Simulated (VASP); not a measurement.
# Mn (P6_3/mmc) in VASP: further runs

The runs below take Mn through single point, with PBE.

All numbers are computed with VASP 6.6.1; they aren't measurements. Logs are shortened: lines on timing, memory, paths and dates and some standing lists are left out, and cuts for length are marked.

### 1 The cell of the first run

It takes space group P6_3/mmc (No. 194, hexagonal). The conventional cell has a = 2.484 Å, b = 2.484 Å, c = 4.026 Å, α = 90.00°, β = 90.00°, γ = 120.00°. Within 3.3 Å of Mn (site symmetry -6m2) lie 12 Mn at 2.47 to 2.48 Å.

This isn't the form of Mn at room conditions, which is a 58-atom cubic cell.

### 2 Single point, PBE, collinear spin, ferromagnetic start

Contents of INCAR:

```
SYSTEM = Mn
ALGO = Normal ; EDIFF = 1E-7
ENCUT = 520 ; GGA = PE
ISIF = 2 ; ISMEAR = 0
ISPIN = 2 ; LASPH = .TRUE.
LCHARG = .FALSE. ; LMAXMIX = 4
LORBIT = 11 ; LREAL = .FALSE.
LWAVE = .FALSE. ; MAGMOM = 4 4
NBANDS = 24 ; NELM = 150
PREC = Accurate ; SIGMA = 0.020999999999999998
```

Contents of KPOINTS:

```
k-points
0
G
  12 12 7
  0 0 0
```

Contents of POSCAR:

```
Mn
1.0
    2.4836457705      0.0000000000      0.0000000000
   -1.2418228853      2.1509003313      0.0000000000
    0.0000000000      0.0000000000      4.0261950000
Mn
2
Direct
    0.3333333333      0.6666666667      0.2500000000
    0.6666666667      0.3333333333      0.7500000000
```

Potentials or basis: VASP PAW PBE potentials, release 64 (Mn_pv).

Run with:

```
$ cat potpaw_PBE.64/Mn_pv/POTCAR > POTCAR
$ mpirun -np 1 vasp_std > vasp.out
```

OUTCAR:

```text
SYSTEM = Mn
   EDIFF = 1E-7
   ENCUT = 520
   GGA = PE
   ISIF = 2
   ISMEAR = 0
   ISPIN = 2
   LASPH = .TRUE.
   LORBIT = 11
   LREAL = .FALSE.
   NELM = 150
   PREC = Accurate

 ion  position               nearest neighbor table
   1  0.333  0.667  0.250-   2 2.47   2 2.47   2 2.47   2 2.47   2 2.47   2 2.47
   2  0.667  0.333  0.750-   1 2.47   1 2.47   1 2.47   1 2.47   1 2.47   1 2.47

  LATTYP: Found a hexagonal cell.
 ALAT       =     2.4836457705
 C/A-ratio  =     1.6210826229

  Lattice vectors:

 A1 = (   2.4836457705,   0.0000000000,   0.0000000000)
 A2 = (  -1.2418228853,   2.1509003313,   0.0000000000)
 A3 = (   0.0000000000,   0.0000000000,   4.0261950000)

Analysis of symmetry for initial positions (statically):
=====================================================================
 Subroutine PRICEL returns:
 Original cell was already a primitive cell.

 Routine SETGRP: Setting up the symmetry group for a
 hexagonal supercell.

 Subroutine GETGRP returns: Found 24 space group operations
 (whereof 12 operations were pure point group operations)
 out of a pool of 24 trial point group operations.

The static configuration has the point symmetry D_3d.
 The point group associated with its full space group is D_6h.

Analysis of symmetry for dynamics (positions and initial velocities):
=====================================================================
 Subroutine PRICEL returns:
 Original cell was already a primitive cell.

 Routine SETGRP: Setting up the symmetry group for a
 hexagonal supercell.

 Subroutine GETGRP returns: Found 24 space group operations
 (whereof 12 operations were pure point group operations)
 out of a pool of 24 trial point group operations.

The dynamic configuration has the point symmetry D_3d.
 The point group associated with its full space group is D_6h.

Analysis of structural, dynamic, and magnetic symmetry:
=====================================================================
 Subroutine PRICEL returns:
 Original cell was already a primitive cell.

 Routine SETGRP: Setting up the symmetry group for a
 hexagonal supercell.

 Subroutine GETGRP returns: Found 24 space group operations
 (whereof 12 operations were pure point group operations)
 out of a pool of 24 trial point group operations.

The overall configuration has the point symmetry D_3d.
 The point group associated with its full space group is D_6h.

 Subroutine INISYM returns: Found 24 space group operations
 (whereof 12 operations are pure point group operations),
 and found     1 'primitive' translations

----------------------------------------------------------------------------------------

                                     Primitive cell

  volume of cell :      21.5082

  direct lattice vectors                    reciprocal lattice vectors
     2.483645770  0.000000000  0.000000000     0.402633907  0.232460795  0.000000000
    -1.241822885  2.150900331  0.000000000     0.000000000  0.464921589  0.000000000
     0.000000000  0.000000000  4.026195000     0.000000000  0.000000000  0.248373464

  length of vectors
     2.483645770  2.483645771  4.026195000     0.464921589  0.464921589  0.248373464

  position of ions in fractional coordinates (direct lattice)
     0.333333333  0.666666667  0.250000000
     0.666666667  0.333333333  0.750000000

  ion indices of the primitive-cell ions
   primitive index   ion index
                 1           1
                 2           2

----------------------------------------------------------------------------------------

 KPOINTS: k-points

Automatic generation of k-mesh.
 Grid dimensions read from file:
 generate k-points for:   12   12    7

 Generating k-lattice:

  Cartesian coordinates                     Fractional coordinates (reciprocal lattice)
     0.033552826  0.019371733  0.000000000     0.083333333  0.000000000  0.000000000
     0.000000000  0.038743466  0.000000000     0.000000000  0.083333333  0.000000000
     0.000000000  0.000000000  0.035481923     0.000000000  0.000000000  0.142857143

  Length of vectors
     0.038743466  0.038743466  0.035481923

  Shift w.r.t. Gamma in fractional coordinates (k-lattice)
     0.000000000  0.000000000  0.000000000

 Subroutine IBZKPT returns following result:
 ===========================================

 Found     76 irreducible k-points:

 Following reciprocal coordinates:
            Coordinates               Weight
  0.000000  0.000000  0.000000      1.000000
  0.083333 -0.000000  0.000000      6.000000
  0.166667  0.000000  0.000000      6.000000
  0.250000  0.000000  0.000000      6.000000
  0.333333  0.000000  0.000000      6.000000
  0.416667  0.000000  0.000000      6.000000
[... 16 lines left out ...]
  0.250000  0.000000  0.142857     12.000000
  0.333333  0.000000  0.142857     12.000000
 [... further k-points ...]
   k-points           NKPTS =     76   k-points in BZ     NKDIM =     76   number of bands    NBANDS=     24
   number of dos      NEDOS =    301   number of ions     NIONS =      2
   total plane-waves  NPLWV =   9720
   dimension x,y,z NGX =    18 NGY =   18 NGZ =   30
   dimension x,y,z NGXF=    36 NGYF=   36 NGZF=   60
   ions per type =               2
   NGX,Y,Z   is equivalent  to a cutoff of  12.05, 12.05, 12.39 a.u.
   NGXF,Y,Z  is equivalent  to a cutoff of  24.10, 24.10, 24.77 a.u.
 SYSTEM =  Mn
   PREC   = accura    normal or accurate (medium, high low for compatibility)
   ISTART =      0    job   : 0-new  1-cont  2-samecut
   ICHARG =      2    charge: 1-file 2-atom 10-const
   ISPIN  =      2    spin polarized calculation?
   LNONCOLLINEAR =      F non collinear calculations
   LSORBIT =      F    spin-orbit coupling
   LASPH  =      T    aspherical Exc in radial PAW
   ENCUT  =  520.0 eV  38.22 Ry    6.18 a.u.   4.62  4.62  7.49*2*pi/ulx,y,z
   NELM   =    150;   NELMIN=  2; NELMDL= -5     # of ELM steps
   EDIFF  = 0.1E-06   stopping-criterion for ELM
   LREAL  =      F    real-space projection
   EDIFFG = 0.1E-05   stopping-criterion for IOM
   NSW    =      0    number of steps for IOM
   IBRION =     -1    ionic relax: 0-MD 1-quasi-New 2-CG
   NFREE  =      0    steps in history (QN), initial steepest desc. (CG)
   ISIF   =      2    stress and relaxation
   ISYM   =      2    0-nonsym 1-usesym 2-fastsym
   POTIM  = 0.5000    time-step for ionic-motion
   TEBEG  =    0.0;   TEEND  =   0.0 temperature during run
   PSTRESS=    0.0 pullay stress
   NELECT =      26.0000    total number of electrons
   NUPDOWN=      -1.0000    fix difference up-down
   EMIN   =  10.00;   EMAX   =-10.00  energy-range for DOS
   EFERMI =   0.00;   METHOD = LEGACY
   ISMEAR =     0;   SIGMA  =   0.02  broadening in eV -4-tet -1-fermi 0-gaus
   EFERMI_NEDOS =   21; number of points for ismear=-14 and -15
   IALGO  =     38    algorithm
   IMIX   =      4    mixing-type and parameters
     AMIX     =   0.40;   BMIX     =  1.00
     AMIX_MAG =   1.60;   BMIX_MAG =  1.00
  volume/ion in A,a.u.               =      10.75        72.57
  Fermi-wavevector in a.u.,A,eV,Ry     =   1.743938  3.295565 41.379665  3.041320
  Thomas-Fermi vector in A             =   2.815914
   LORBIT       =     11    0 simple, 1 ext, 2 COOP (PROOUT), +10 PAW based schemes
   GGA     = PE    functional components
   LHFCALC =     F    Hartree Fock is set to
   AEXX    =    0.0000 exact exchange contribution
   IVDW    =     0    specifies the selected vdW correction
   LEPSILON=     F    determine dielectric tensor
   LRPA    =     F    only Hartree local field effects (RPA)
 spin polarized calculation
 Gauss-broadening in eV      SIGMA  =   0.02
  energy-cutoff  :      520.00
  volume of cell :       21.51
 maximum number of plane-waves:       590
   NGX =  9   NGY =  9   NGZ = 15

 number of electron      26.0000029 magnetization      -0.0029418

 number of electron      26.0000029 magnetization       0.0003126

 Free energy of the ion-electron system (eV)
  ---------------------------------------------------
  ext. energy  EPLUGINS =         0.00000000
  ---------------------------------------------------
  free energy    TOTEN  =       -17.88871359 eV

  energy without entropy =      -17.88831240  energy(sigma->0) =      -17.88851300

 E-fermi :  10.3570     XC(G=0): -14.0156

 val. band max:       10.3524179500   @ k =   0.2500   0.0000   0.4286
 cond. band min:      10.3735854949   @ k =   0.0833   0.0833   0.0000
 fundamental gap:      0.0211675450
 Fermi energy:        10.3569839758

 spin component 1

 k-point     1 :       0.0000    0.0000    0.0000
  band No.  band energies     occupation
      1     -37.9215      1.00000
      2     -37.2578      1.00000
      3     -37.2578      1.00000
      4     -37.1545      1.00000
      5     -37.1545      1.00000
      6     -37.1522      1.00000
[... 16 lines left out ...]
     23      36.7626      0.00000
     24      36.7626      0.00000
[... 598 lines left out ...]
      2     -37.6243      1.00000
      3     -37.5748      1.00000
      4     -37.3775      1.00000
      5     -37.2585      1.00000
      6     -37.2325      1.00000
[... 16 lines left out ...]
     23      30.8743      0.00000
     24      33.1794      0.00000

 [... further k-points ...]

 spin component 2

 k-point     1 :       0.0000    0.0000    0.0000
  band No.  band energies     occupation
      1     -37.9214      1.00000
      2     -37.2577      1.00000
      3     -37.2577      1.00000
      4     -37.1544      1.00000
      5     -37.1544      1.00000
      6     -37.1521      1.00000
[... 16 lines left out ...]
     23      36.7627      0.00000
     24      36.7627      0.00000
[... 598 lines left out ...]
      2     -37.6242      1.00000
      3     -37.5747      1.00000
      4     -37.3774      1.00000
      5     -37.2584      1.00000
      6     -37.2324      1.00000
[... 16 lines left out ...]
     23      30.8744      0.00000
     24      33.1794      0.00000

 [... further k-points ...]
[... 5 lines left out ...]
  --------------------------------------------------------------------------------------
  -------------------------------------------------------------------------------------
  Total       -0.1780494     -0.1780494     -0.1954677      0.0000000     -0.0000000      0.0000000
  in kB      -13.2631403    -13.2631403    -14.5606525      0.0000000     -0.0000000      0.0000000
  external PRESSURE =     -13.6956443 kB  Pullay stress =       0.0000000 kB

 VOLUME and BASIS-vectors are now :
 -----------------------------------------------------------------------------
  energy-cutoff  :      520.00
  volume of cell :       21.51
      direct lattice vectors                 reciprocal lattice vectors
     2.483645770  0.000000000  0.000000000     0.402633907  0.232460795  0.000000000
    -1.241822885  2.150900331  0.000000000     0.000000000  0.464921589  0.000000000
     0.000000000  0.000000000  4.026195000     0.000000000  0.000000000  0.248373464

 POSITION                                       TOTAL-FORCE (eV/Angst)
 -----------------------------------------------------------------------------------
     -0.00000      1.43393      1.00655         0.000000     -0.000000      0.000000
      1.24182      0.71697      3.01965        -0.000000      0.000000      0.000000
 -----------------------------------------------------------------------------------
    total drift:                               -0.000000      0.000000     -0.000000

  FREE ENERGIE OF THE ION-ELECTRON SYSTEM (eV)
  ---------------------------------------------------
  free  energy   TOTEN  =       -17.8887135943 eV

  energy  without entropy=      -17.8883124000  energy(sigma->0) =      -17.88851300

 total charge

# of ion       s       p       d       tot
------------------------------------------
    1        0.427   6.400   5.156  11.983
    2        0.427   6.400   5.156  11.983
--------------------------------------------------
tot          0.854  12.801  10.312  23.966

 magnetization (x)

# of ion       s       p       d       tot
------------------------------------------
    1       -0.000  -0.000   0.000   0.000
    2       -0.000  -0.000   0.000   0.000
--------------------------------------------------
tot         -0.000  -0.000   0.000   0.000
```

Wall time 92 s (1 thread of Intel Xeon 8259CL, shared host); peak memory 0.17 GiB.

What came out:

| Quantity | Value |
| --- | --- |
| Free energy | -17.8887 eV |
| Pressure | -1.4 GPa |
| Band gap on the k mesh | zero (filled and empty bands overlap) |
| Net moment | 0.00 μB per cell |
| Valence electrons inside the program's atomic spheres | Mn 11.98 |

Stress tensor (GPa, compression positive):
```
-1.33  0.00  0.00
 0.00 -1.33  0.00
 0.00  0.00 -1.46
```

Caveat: the moments typed at the start vanished in this run.

### 3 Single point, PBE, collinear spin, ferromagnetic start

Contents of INCAR:

```
ALGO = Fast ; EDIFF = 1E-6
ENCUT = 520 ; GGA = PE
ISIF = 2 ; ISMEAR = 0
ISPIN = 2 ; LASPH = True
LCHARG = True ; LELF = True
LMAXMIX = 4 ; LORBIT = 11
LREAL = False ; LVHAR = True
LWAVE = False ; MAGMOM = 4 4
NBANDS = 24 ; NELM = 150
PREC = Accurate ; SIGMA = 0.024
```

Contents of KPOINTS:

```
k-points
0
Gamma
  12 12 7
```

POSCAR is that of step 2.

Potentials or basis: VASP PAW PBE potentials, release 64 (Mn_pv).

Run with:

```
$ cat potpaw_PBE.64/Mn_pv/POTCAR > POTCAR
$ mpirun -np 1 vasp_std > vasp.out
```

Wall time 85 s (1 thread of Intel Xeon 8259CL, shared host); peak memory 0.17 GiB.

Results (log left out):

| Property | Result |
| --- | --- |
| Free energy | -17.8888 eV |
| Pressure | -1.4 GPa |
| Band gap on the k mesh | zero (filled and empty bands overlap) |
| Net moment | 0.00 μB per cell |
| Valence electrons inside the program's atomic spheres | Mn 11.98 |

Stress tensor (GPa, compression positive):
```
-1.33  0.00  0.00
 0.00 -1.33  0.00
 0.00  0.00 -1.41
```

Levels at points of the mesh, in eV from the Fermi level:
Spin up:
```csv
k point,band 9,band 10,band 11,band 12,band 13,band 14,band 15,band 16,band 17,band 18
"(0.00, 0.00, 0.00)",-0.98,-0.94,-0.94,-0.48,-0.48,0.05,0.05,0.71,1.60,1.60
"(0.50, 0.00, 0.00)",-3.67,-1.34,-1.15,-0.94,-0.43,1.81,1.94,2.02,3.57,5.68
```
Spin down:
| k point | band 11 | band 12 | band 13 | band 14 | band 15 | band 16 |
| --- | --- | --- | --- | --- | --- | --- |
| (0.00, 0.00, 0.00) | -0.94 | -0.48 | -0.48 | 0.05 | 0.05 | 0.71 |
| (0.50, 0.00, 0.00) | -1.15 | -0.94 | -0.43 | 1.81 | 1.94 | 2.02 |

Caveat: the moments typed at the start vanished in this run.

### 4 Single point, PBE, collinear spin, ferromagnetic start

Contents of INCAR:

```
SYSTEM = Mn
PREC = Accurate
ENCUT = 520
EDIFF = 1E-6
ISMEAR = 0
SIGMA = 0.025
LREAL = .FALSE.
LASPH = .TRUE.
NELM = 150
ALGO = Normal
ISIF = 2
LWAVE = .FALSE.
LCHARG = .FALSE.
ISPIN = 2
MAGMOM = 4 4
LORBIT = 11
LMAXMIX = 4
GGA = PE
NBANDS = 24
```

Contents of KPOINTS:

```
regular mesh
0
G
  12 12 7
  0 0 0
```

POSCAR is that of step 3.

Run with:

```
$ cat potpaw_PBE.64/Mn_pv/POTCAR > POTCAR
$ mpirun -np 1 vasp_std > vasp.out
```

It took 77 s on 1 thread of Intel Xeon 8259CL, shared host; peak memory 0.17 GiB.

It converged, with:

```yaml
Free_energy: -17.8888 eV
Pressure: -1.4 GPa
Band_gap_on_the_k_mesh: zero (filled and empty bands overlap)
Net_moment: 0.00 μB per cell
Valence_electrons_inside_the_program's_atomic_spheres: Mn 11.98
```

Stress tensor (GPa, compression positive):
```
-1.35  0.00  0.00
 0.00 -1.35  0.00
 0.00  0.00 -1.42
```

Levels at points of the mesh, in eV from the Fermi level:
Spin up:
| k point | band 9 | band 10 | band 11 | band 12 | band 13 | band 14 | band 15 | band 16 | band 17 | band 18 |
| --- | --- | --- | --- | --- | --- | --- | --- | --- | --- | --- |
| (0.00, 0.00, 0.00) | -0.98 | -0.94 | -0.94 | -0.48 | -0.48 | 0.05 | 0.05 | 0.71 | 1.60 | 1.60 |
| (0.50, 0.00, 0.00) | -3.67 | -1.34 | -1.15 | -0.94 | -0.43 | 1.81 | 1.94 | 2.02 | 3.57 | 5.68 |
Spin down:
```
           k point  band 10  band 11  band 12  band 13  band 14  band 15  band 16  band 17
(0.00, 0.00, 0.00)    -0.94    -0.94    -0.48    -0.48     0.05     0.05     0.71     1.60
(0.50, 0.00, 0.00)    -1.34    -1.15    -0.94    -0.43     1.81     1.95     2.03     3.57
```

Caveat: the moments typed at the start vanished in this run.

### 5 Single point, PBE, collinear spin, ferromagnetic start

Contents of INCAR:

```
PREC = Accurate
ENCUT = 520
EDIFF = 1E-6
ISMEAR = 0
SIGMA = 0.026000000000000002
LREAL = False
LASPH = True
NELM = 150
ALGO = Normal
ISIF = 2
LWAVE = False
LCHARG = True
ISPIN = 2
MAGMOM = 4 4
LORBIT = 11
LMAXMIX = 4
GGA = PE
LELF = True
LVHAR = True
NBANDS = 24
```

Contents of KPOINTS:

```
Automatic mesh
0
Gamma
  12 12 7
```

POSCAR is that of step 4.

Potentials or basis: VASP PAW PBE potentials, release 64 (Mn_pv).

Run with:

```
$ cat potpaw_PBE.64/Mn_pv/POTCAR > POTCAR
$ mpirun -np 1 vasp_std > vasp.out
```

OUTCAR:

```text
PREC = Accurate
   ENCUT = 520
   EDIFF = 1E-6
   ISMEAR = 0
   LREAL = False
   LASPH = True
   NELM = 150
   ISIF = 2
   ISPIN = 2
   LORBIT = 11
   GGA = PE

 ion  position               nearest neighbor table
   1  0.333  0.667  0.250-   2 2.47   2 2.47   2 2.47   2 2.47   2 2.47   2 2.47
   2  0.667  0.333  0.750-   1 2.47   1 2.47   1 2.47   1 2.47   1 2.47   1 2.47

  LATTYP: Found a hexagonal cell.
 ALAT       =     2.4836457705
 C/A-ratio  =     1.6210826229

  Lattice vectors:

 A1 = (   2.4836457705,   0.0000000000,   0.0000000000)
 A2 = (  -1.2418228853,   2.1509003313,   0.0000000000)
[... 1515 lines left out ...]

 VOLUME and BASIS-vectors are now :
 -----------------------------------------------------------------------------
  energy-cutoff  :      520.00
  volume of cell :       21.51
      direct lattice vectors                 reciprocal lattice vectors
     2.483645770  0.000000000  0.000000000     0.402633907  0.232460795  0.000000000
    -1.241822885  2.150900331  0.000000000     0.000000000  0.464921589  0.000000000
     0.000000000  0.000000000  4.026195000     0.000000000  0.000000000  0.248373464

 POSITION                                       TOTAL-FORCE (eV/Angst)
 -----------------------------------------------------------------------------------
     -0.00000      1.43393      1.00655        -0.000000      0.000000      0.000000
      1.24182      0.71697      3.01965         0.000000     -0.000000      0.000000
 -----------------------------------------------------------------------------------
    total drift:                               -0.000000      0.000000     -0.000000

  FREE ENERGIE OF THE ION-ELECTRON SYSTEM (eV)
  ---------------------------------------------------
  free  energy   TOTEN  =       -17.8888238666 eV

  energy  without entropy=      -17.8881731195  energy(sigma->0) =      -17.88849849

 total charge

# of ion       s       p       d       tot
------------------------------------------
    1        0.427   6.400   5.156  11.983
    2        0.427   6.400   5.156  11.983
--------------------------------------------------
tot          0.854  12.801  10.312  23.966

 magnetization (x)

# of ion       s       p       d       tot
------------------------------------------
    1        0.000  -0.000   0.000   0.000
    2        0.000  -0.000   0.000   0.000
--------------------------------------------------
tot          0.000  -0.000   0.000   0.000
```

It took 1.7 min on 1 thread of Intel Xeon 8259CL, shared host; peak memory 0.17 GiB.

What came out:

* Free energy: -17.8888 eV
* Pressure: -1.4 GPa
* Band gap on the k mesh: zero (filled and empty bands overlap)
* Net moment: 0.00 μB per cell
* Valence electrons inside the program's atomic spheres: Mn 11.98

Levels at points of the mesh, in eV from the Fermi level:
Spin up:
| k point | band 11 | band 12 | band 13 | band 14 | band 15 | band 16 |
| --- | --- | --- | --- | --- | --- | --- |
| (0.00, 0.00, 0.00) | -0.94 | -0.48 | -0.48 | 0.05 | 0.05 | 0.71 |
| (0.50, 0.00, 0.00) | -1.15 | -0.94 | -0.43 | 1.81 | 1.94 | 2.02 |
Spin down:
```
           k point  band 10  band 11  band 12  band 13  band 14  band 15  band 16  band 17
(0.00, 0.00, 0.00)    -0.94    -0.94    -0.48    -0.48     0.05     0.05     0.71     1.60
(0.50, 0.00, 0.00)    -1.34    -1.15    -0.94    -0.43     1.81     1.95     2.03     3.57
```

Caveat: the moments typed at the start vanished in this run.

The gap in the log of VASP goes by the Fermi energy; the results here count the filled bands.